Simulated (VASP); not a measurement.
# ZnS (F-43m) in VASP: notebook

Runs on ZnS. Level: PBE0. Tasks: single point.

All numbers are computed with VASP 6.6.1; they aren't measurements. Logs are shortened: lines on timing, memory, paths and dates and some standing lists are left out, and cuts for length are marked.

### 1 The cell of the first run

The structure is cubic, space group F-43m (No. 216). Conventional cell: a = 5.420 Å, b = 5.420 Å, c = 5.420 Å, α = 90.00°, β = 90.00°, γ = 90.00°. Zn (site symmetry -43m) has 4 S at 2.35 Å within 3.1 Å. S (site symmetry -43m) has 4 Zn at 2.35 Å within 3.1 Å.

### 2 Single point, PBE0

Contents of POSCAR:

```
ZnS
1.0
    0.0000000000      2.7100335419      2.7100335419
    2.7100335419      0.0000000000      2.7100335419
    2.7100335419      2.7100335419      0.0000000000
Zn S
1 1
Direct
    0.0000000000      0.0000000000      0.0000000000
    0.2500000000      0.2500000000      0.2500000000
```

Contents of INCAR.step1:

```
SYSTEM = ZnS
  PREC = Accurate
  ENCUT = 400
  EDIFF = 1E-5
  ISMEAR = 0
  SIGMA = 0.05
  LREAL = .False.
  LASPH = .True.
  NELM = 120
  ALGO = Normal
  ISIF = 2
  LWAVE = .True.
  LCHARG = .False.
  NBANDS = 16
  GGA = PE
  GGA_COMPAT = .False.
```

Contents of INCAR.step2:

```
SYSTEM = ZnS
  PREC = Accurate
  ENCUT = 400
  EDIFF = 1E-6
  ISMEAR = 0
  SIGMA = 0.05
  LREAL = .False.
  LASPH = .True.
  NELM = 120
  ALGO = Normal
  ISIF = 2
  LWAVE = .False.
  LCHARG = .False.
  GGA = PE
  LHFCALC = .True.
  AEXX = 0.25
  PRECFOCK = Normal
  NBANDS = 16
  ISTART = 1
  GGA_COMPAT = .False.
```

Contents of KPOINTS:

```
regular mesh
0
Gamma
  6 6 6
  0 0 0
```

Potentials or basis: VASP PAW PBE potentials, release 64 (Zn, S).

Run with:

```
cat potpaw_PBE.64/Zn/POTCAR potpaw_PBE.64/S/POTCAR > POTCAR
cp INCAR.step1 INCAR
mpirun -np 1 vasp_std > vasp.out
cp INCAR.step2 INCAR
mpirun -np 1 vasp_std > vasp.out
```

OUTCAR:

```text
SYSTEM = ZnS
   PREC = Accurate
   ENCUT = 400
   EDIFF = 1E-6
   ISMEAR = 0
   LREAL = .False.
   LASPH = .True.
   NELM = 120
   ISIF = 2
   GGA = PE
   LHFCALC = .True.
   AEXX = 0.25
   PRECFOCK = Normal
   ISTART = 1

 ion  position               nearest neighbor table
   1  0.000  0.000  0.000-   2 2.35   2 2.35   2 2.35   2 2.35
   2  0.250  0.250  0.250-   1 2.35   1 2.35   1 2.35   1 2.35

  LATTYP: Found a face centered cubic cell.
 ALAT       =     5.4200670838

  Lattice vectors:

 A1 = (   0.0000000000,   2.7100335419,   2.7100335419)
 A2 = (   2.7100335419,   0.0000000000,   2.7100335419)
 A3 = (   2.7100335419,   2.7100335419,   0.0000000000)

Analysis of symmetry for initial positions (statically):
=====================================================================
 Subroutine PRICEL returns:
 Original cell was already a primitive cell.

 Routine SETGRP: Setting up the symmetry group for a
 face centered cubic supercell.

 Subroutine GETGRP returns: Found 24 space group operations
 (whereof 24 operations were pure point group operations)
 out of a pool of 48 trial point group operations.

The static configuration has the point symmetry T_d .

Analysis of symmetry for dynamics (positions and initial velocities):
=====================================================================
 Subroutine PRICEL returns:
 Original cell was already a primitive cell.

 Routine SETGRP: Setting up the symmetry group for a
 face centered cubic supercell.

 Subroutine GETGRP returns: Found 24 space group operations
 (whereof 24 operations were pure point group operations)
 out of a pool of 48 trial point group operations.

The dynamic configuration has the point symmetry T_d .

 Subroutine INISYM returns: Found 24 space group operations
 (whereof 24 operations are pure point group operations),
 and found     1 'primitive' translations

----------------------------------------------------------------------------------------

                                     Primitive cell

  volume of cell :      39.8065

  direct lattice vectors                    reciprocal lattice vectors
     0.000000000  2.710033542  2.710033542    -0.184499561  0.184499561  0.184499561
     2.710033542  0.000000000  2.710033542     0.184499561 -0.184499561  0.184499561
     2.710033542  2.710033542  0.000000000     0.184499561  0.184499561 -0.184499561

  length of vectors
     3.832566189  3.832566189  3.832566189     0.319562614  0.319562614  0.319562614

  position of ions in fractional coordinates (direct lattice)
     0.000000000  0.000000000  0.000000000
     0.250000000  0.250000000  0.250000000

  ion indices of the primitive-cell ions
   primitive index   ion index
                 1           1
                 2           2

----------------------------------------------------------------------------------------

 KPOINTS: regular mesh

Automatic generation of k-mesh.
 Grid dimensions read from file:
 generate k-points for:    6    6    6

 Generating k-lattice:

  Cartesian coordinates                     Fractional coordinates (reciprocal lattice)
    -0.030749927  0.030749927  0.030749927     0.166666667  0.000000000  0.000000000
     0.030749927 -0.030749927  0.030749927     0.000000000  0.166666667  0.000000000
     0.030749927  0.030749927 -0.030749927     0.000000000  0.000000000  0.166666667

  Length of vectors
     0.053260436  0.053260436  0.053260436

  Shift w.r.t. Gamma in fractional coordinates (k-lattice)
     0.000000000  0.000000000  0.000000000

 Subroutine IBZKPT returns following result:
 ===========================================

 Found     16 irreducible k-points:

 Following reciprocal coordinates:
            Coordinates               Weight
  0.000000  0.000000  0.000000      1.000000
  0.166667  0.000000  0.000000      8.000000
  0.333333  0.000000  0.000000      8.000000
  0.500000  0.000000  0.000000      4.000000
  0.166667  0.166667  0.000000      6.000000
  0.333333  0.166667  0.000000     24.000000
[... 8 lines left out ...]
 -0.333333  0.333333  0.166667     24.000000
 -0.333333  0.500000  0.166667     12.000000
   k-points           NKPTS =     16   k-points in BZ     NKDIM =    216   number of bands    NBANDS=     16
   number of dos      NEDOS =    301   number of ions     NIONS =      2
   total plane-waves  NPLWV =  21952
   dimension x,y,z NGX =    28 NGY =   28 NGZ =   28
   dimension x,y,z NGXF=    56 NGYF=   56 NGZF=   56
   ions per type =               1   1
   NGX,Y,Z   is equivalent  to a cutoff of  12.15, 12.15, 12.15 a.u.
   NGXF,Y,Z  is equivalent  to a cutoff of  24.29, 24.29, 24.29 a.u.
 SYSTEM =  ZnS
   PREC   = accura    normal or accurate (medium, high low for compatibility)
   ISTART =      1    job   : 0-new  1-cont  2-samecut
   ICHARG =      0    charge: 1-file 2-atom 10-const
   ISPIN  =      1    spin polarized calculation?
   LNONCOLLINEAR =      F non collinear calculations
   LSORBIT =      F    spin-orbit coupling
   LASPH  =      T    aspherical Exc in radial PAW
   ENCUT  =  400.0 eV  29.40 Ry    5.42 a.u.   6.25  6.25  6.25*2*pi/ulx,y,z
   NELM   =    120;   NELMIN=  2; NELMDL=  0     # of ELM steps
   EDIFF  = 0.1E-05   stopping-criterion for ELM
   LREAL  =      F    real-space projection
   EDIFFG = 0.1E-04   stopping-criterion for IOM
   NSW    =      0    number of steps for IOM
   IBRION =     -1    ionic relax: 0-MD 1-quasi-New 2-CG
   NFREE  =      0    steps in history (QN), initial steepest desc. (CG)
   ISIF   =      2    stress and relaxation
   ISYM   =      3    0-nonsym 1-usesym 2-fastsym
   POTIM  = 0.5000    time-step for ionic-motion
   TEBEG  =    0.0;   TEEND  =   0.0 temperature during run
   PSTRESS=    0.0 pullay stress
   NELECT =      18.0000    total number of electrons
   NUPDOWN=      -1.0000    fix difference up-down
   EMIN   =  10.00;   EMAX   =-10.00  energy-range for DOS
   EFERMI =   0.00;   METHOD = LEGACY
   ISMEAR =     0;   SIGMA  =   0.05  broadening in eV -4-tet -1-fermi 0-gaus
   EFERMI_NEDOS =   21; number of points for ismear=-14 and -15
   IALGO  =     38    algorithm
   IMIX   =      1    mixing-type and parameters
     AMIX     =   0.40;   BMIX     =  1.00
     AMIX_MAG =   1.60;   BMIX_MAG =  1.00
  volume/ion in A,a.u.               =      19.90       134.31
  Fermi-wavevector in a.u.,A,eV,Ry     =   1.256554  2.374542 21.482604  1.578927
  Thomas-Fermi vector in A             =   2.390256
   LORBIT       =      0    0 simple, 1 ext, 2 COOP (PROOUT), +10 PAW based schemes
   GGA     = PE    functional components
   LHFCALC =     T    Hartree Fock is set to
   PRECFOCK=normal    Normal, Fast or Accurate (Low or Medium for compatibility)
   ENCUT4O =  -1.0   cutoff for four orbital integrals eV
   NKREDX  =     1    reduce k-point grid by
   NKREDY  =     1    reduce k-point grid by
   NKREDZ  =     1    reduce k-point grid by
   AEXX    =    0.2500 exact exchange contribution
   HFSCREEN=    0.0000 screening length (either q_TF or 0.3 A-1)
   HFSCREENC=   0.0000 screening length for correlation (either q_TF or 0.3 A-1)
   ENCUTFOCK=  -1.0 apply spherical cutoff to Coloumb kernel
   IVDW    =     0    specifies the selected vdW correction
   LEPSILON=     F    determine dielectric tensor
   LRPA    =     F    only Hartree local field effects (RPA)
 non-spin polarized calculation
 Gauss-broadening in eV      SIGMA  =   0.05
  energy-cutoff  :      400.00
  volume of cell :       39.81
 maximum number of plane-waves:       745
 NGX is ok and might be reduce to    28
  NGX = 20; NGY = 20; NGZ = 20

 number of electron      17.9999994 magnetization

 Free energy of the ion-electron system (eV)
  ---------------------------------------------------
  ext. energy  EPLUGINS =         0.00000000
  ---------------------------------------------------
  free energy    TOTEN  =        -8.93620659 eV

  energy without entropy =       -8.93620659  energy(sigma->0) =       -8.93620659

 E-fermi :   1.2148     XC(G=0):  -7.5610

 val. band max:        0.9276762169   @ k =   0.0000   0.0000   0.0000
 cond. band min:       4.8935938131   @ k =   0.0000   0.0000   0.0000
 fundamental gap:      3.9659175962
 Fermi energy:         1.2147661750

 k-point     1 :       0.0000    0.0000    0.0000
  band No.  band energies     occupation
      1     -13.3955      2.00000
      2      -6.9374      2.00000
      3      -6.9374      2.00000
      4      -6.9374      2.00000
      5      -6.5012      2.00000
      6      -6.5012      2.00000
[... 8 lines left out ...]
     15      14.8745      0.00000
     16      14.9693      0.00000

 k-point     2 :       0.1667    0.0000    0.0000
  band No.  band energies     occupation
      1     -13.1801      2.00000
      2      -6.9049      2.00000
      3      -6.9049      2.00000
      4      -6.8987      2.00000
      5      -6.5031      2.00000
      6      -6.5031      2.00000
[... 8 lines left out ...]
     15      13.9983      0.00000
     16      15.6967      0.00000

 k-point     3 :       0.3333    0.0000    0.0000
  band No.  band energies     occupation
      1     -12.6964      2.00000
      2      -6.8512      2.00000
      3      -6.8512      2.00000
      4      -6.6664      2.00000
      5      -6.4926      2.00000
      6      -6.4926      2.00000
[... 8 lines left out ...]
     15      14.6813      0.00000
     16      14.8100      0.00000

 k-point     4 :       0.5000    0.0000    0.0000
  band No.  band energies     occupation
      1     -12.4206      2.00000
      2      -6.8317      2.00000
      3      -6.8317      2.00000
      4      -6.4773      2.00000
      5      -6.4773      2.00000
      6      -6.2707      2.00000
[... 8 lines left out ...]
     15      16.6743      0.00000
     16      16.6743      0.00000
[... 172 lines left out ...]
 k-point    14 :       0.5000    0.3333    0.1667
  band No.  band energies     occupation
      1     -12.3646      2.00000
      2      -6.7978      2.00000
      3      -6.7709      2.00000
      4      -6.6301      2.00000
      5      -6.4775      2.00000
      6      -6.3746      2.00000
[... 8 lines left out ...]
     15      17.2208      0.00000
     16      17.9032      0.00000

 k-point    15 :      -0.3333    0.3333    0.1667
  band No.  band energies     occupation
      1     -12.1791      2.00000
      2      -6.7867      2.00000
      3      -6.7361      2.00000
      4      -6.5487      2.00000
      5      -6.4992      2.00000
      6      -6.1370      2.00000
[... 8 lines left out ...]
     15      16.9326      0.00000
     16      17.7543      0.00000

 k-point    16 :      -0.3333    0.5000    0.1667
  band No.  band energies     occupation
      1     -12.0939      2.00000
      2      -6.7840      2.00000
      3      -6.6894      2.00000
      4      -6.5889      2.00000
      5      -6.4775      2.00000
      6      -6.1071      2.00000
[... 8 lines left out ...]
     15      17.2626      0.00000
     16      18.0303      0.00000

------------------------ aborting loop because EDIFF is reached ----------------------------------------

  FORCE on cell =-STRESS in cart. coord.  units (eV):
  Direction    XX          YY          ZZ          XY          YZ          ZX
  --------------------------------------------------------------------------------------
  -------------------------------------------------------------------------------------
  Total       -0.0837802     -0.0837802     -0.0837802      0.0000000      0.0000000      0.0000000
  in kB       -3.3720815     -3.3720815     -3.3720815      0.0000000      0.0000000      0.0000000
  external PRESSURE =      -3.3720815 kB  Pullay stress =       0.0000000 kB

 VOLUME and BASIS-vectors are now :
 -----------------------------------------------------------------------------
  energy-cutoff  :      400.00
  volume of cell :       39.81
      direct lattice vectors                 reciprocal lattice vectors
     0.000000000  2.710033542  2.710033542    -0.184499561  0.184499561  0.184499561
     2.710033542  0.000000000  2.710033542     0.184499561 -0.184499561  0.184499561
     2.710033542  2.710033542  0.000000000     0.184499561  0.184499561 -0.184499561

 POSITION                                       TOTAL-FORCE (eV/Angst)
 -----------------------------------------------------------------------------------
      0.00000      0.00000      0.00000         0.000000      0.000000      0.000000
      1.35502      1.35502      1.35502        -0.000000     -0.000000     -0.000000
 -----------------------------------------------------------------------------------
    total drift:                                0.000119      0.000085      0.000062

  FREE ENERGIE OF THE ION-ELECTRON SYSTEM (eV)
  ---------------------------------------------------
  free  energy   TOTEN  =        -8.9362065882 eV

  energy  without entropy=       -8.9362065882  energy(sigma->0) =       -8.93620659
```

Wall time 14 min (1 thread of Intel Xeon 6975P-C (Granite Rapids), shared host); peak memory 0.16 GiB.

Results:

```
Free energy            : -8.9362 eV
Pressure               : -0.3 GPa
Band gap on the k mesh : 3.97 eV
```

Caveat: the PAW data sets were made with another functional, which shifts forces and pressure a little.

### 3 Single point, PBE0 (19.90 Å³/atom)

Contents of POSCAR:

```
ZnS
1.0
    0.0000000000      2.7100000000      2.7100000000
    2.7100000000      0.0000000000      2.7100000000
    2.7100000000      2.7100000000      0.0000000000
Zn S
1 1
Direct
    0.0000000000      0.0000000000      0.0000000000
    0.2500000000      0.2500000000      0.2500000000
```

Contents of INCAR.step1:

```
PREC     = Accurate       # precision mode
ENCUT    = 400            # plane-wave cutoff, eV
EDIFF    = 1E-5           # SCF threshold, eV
ISMEAR   = 0              # smearing method
SIGMA    = 0.02           # smearing width, eV
LREAL    = False          # projectors in reciprocal space
LASPH    = True           # aspherical terms in the spheres
NELM     = 120            # most SCF steps
ALGO     = Normal         # electronic algorithm
ISIF     = 2              # what is computed and relaxed
LWAVE    = True           # write WAVECAR
NBANDS   = 16             # bands
GGA      = PE             # functional
GGA_COMPAT= False
```

Contents of INCAR.step2:

```
PREC     = Accurate       # precision mode
ENCUT    = 400            # plane-wave cutoff, eV
EDIFF    = 1E-6           # SCF threshold, eV
ISMEAR   = 0              # smearing method
SIGMA    = 0.02           # smearing width, eV
LREAL    = False          # projectors in reciprocal space
LASPH    = True           # aspherical terms in the spheres
NELM     = 120            # most SCF steps
ALGO     = Normal         # electronic algorithm
ISIF     = 2              # what is computed and relaxed
LWAVE    = False          # write WAVECAR
LCHARG   = True           # write CHGCAR
GGA      = PE             # functional
LHFCALC  = True           # exact exchange
AEXX     = 0.25           # exact-exchange fraction
PRECFOCK = Normal       
LELF     = True           # ELF
LVHAR    = True         
NBANDS   = 16             # bands
ISTART   = 1            
GGA_COMPAT= False
```

Contents of KPOINTS:

```
Automatic mesh
0
Gamma
  6 6 6
```

Potentials or basis: VASP PAW PBE potentials, release 64 (Zn, S).

Run with:

```
cat potpaw_PBE.64/Zn/POTCAR potpaw_PBE.64/S/POTCAR > POTCAR
cp INCAR.step1 INCAR
mpirun -np 1 vasp_std > vasp.out
cp INCAR.step2 INCAR
mpirun -np 1 vasp_std > vasp.out
```

It took 12 min on 1 thread of Intel Xeon 6975P-C (Granite Rapids), shared host; peak memory 0.16 GiB.

It converged, with:

| Item | Value |
| --- | --- |
| Free energy | -8.9362 eV |
| Pressure | -0.3 GPa |
| Band gap on the k mesh | 3.97 eV |

Levels at points of the mesh, in eV from the valence-band top:
```
           k point  band 7  band 8  band 9  band 10  band 11  band 12
(0.00, 0.00, 0.00)    0.00    0.00    0.00     3.97     8.42     8.42
(0.50, 0.00, 0.00)   -5.60   -0.91   -0.91     5.23     8.92     8.92
(0.50, 0.50, 0.00)   -5.00   -2.34   -2.34     5.10     5.98    13.22
```

Caveat: the PAW data sets were made with another functional, which shifts forces and pressure a little.
